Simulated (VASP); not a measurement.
Here is a VASP 6.6.1 calculation.

File INCAR:

```
SYSTEM = NbIn2Se3
PREC = Accurate
ENCUT = 600
EDIFF = 1E-6
ISMEAR = 0
SIGMA = 0.15
LREAL = .False.
LASPH = .True.
NELM = 100
ALGO = Normal
ISIF = 3
LWAVE = .False.
LCHARG = .False.
GGA = PE
IBRION = 2
NSW = 36
EDIFFG = -0.08
```

KPOINTS

```
regular mesh
0
Gamma
  4 4 1
  0 0 0
```

File POSCAR:

```
NbIn2Se3
1.0
    3.4600000000      0.0000000000      0.0000000000
   -1.7300000000      2.9964479000      0.0000000000
    0.0000000000      0.0000000000     13.9500000000
Nb In Se
1 2 3
Direct
    0.0000000000      0.0000000000      0.0000000000
    0.6666666700      0.3333333300      0.6900000000
    0.6666666700      0.3333333300      0.3100000000
    0.3333333300      0.6666666700      0.8800000000
    0.3333333300      0.6666666700      0.1200000000
    0.0000000000      0.0000000000      0.5000000000
```

Potentials or basis: VASP PAW PBE potentials, release 64 (Nb_sv, In_d, Se).

Run with:

```bash
$ cat potpaw_PBE.64/Nb_sv/POTCAR potpaw_PBE.64/In_d/POTCAR potpaw_PBE.64/Se/POTCAR > POTCAR
$ mpirun -np 1 vasp_std > vasp.out
```

(1) Estimate the relaxed volume.

(2) Estimate the relaxed cell.

(3) What does it give for the space group after relaxing (to 0.05 Å)?

Results:

(1) 27.53 Å³/atom.

(2) a = 3.574 Å, b = 3.574 Å, c = 14.929 Å, α = 90.00°, β = 90.00°, γ = 120.00°.

(3) P-6m2 (No. 187).

Caveat: the k points lie up to 0.51 Å⁻¹ apart in the final cell.
